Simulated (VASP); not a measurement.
Be2C:

```xyz
3
Lattice="0.0000 2.1650 2.1650 2.1650 0.0000 2.1650 2.1650 2.1650 0.0000" Properties=species:S:1:pos:R:3 pbc="T T T"
C     0.0000    0.0000    0.0000
Be    3.2475    3.2475    3.2475
Be    1.0825    1.0825    1.0825
```

Program: VASP 6.6.1. Alike in all runs: task single point; no spin polarisation; cell as given; k mesh 11 × 11 × 11; smearing fermi-dirac 0.05 eV.

Order these runs on this cell by their pressure, lowest first.
A. level r2SCAN; potentials or basis VASP PAW PBE potentials, release 64 (C, Be); cutoff (eV) 660
B. level LDA; potentials or basis VASP PAW LDA potentials, release 64 (C, Be); cutoff (eV) 600
C. level PBEsol; potentials or basis VASP PAW PBE potentials, release 64 (C, Be); cutoff (eV) 600

B (-8.2 GPa), C (-2.1 GPa), A (-0.5 GPa).

Caveats: the PAW data sets were made with another functional, which shifts forces and pressure a little (some runs).
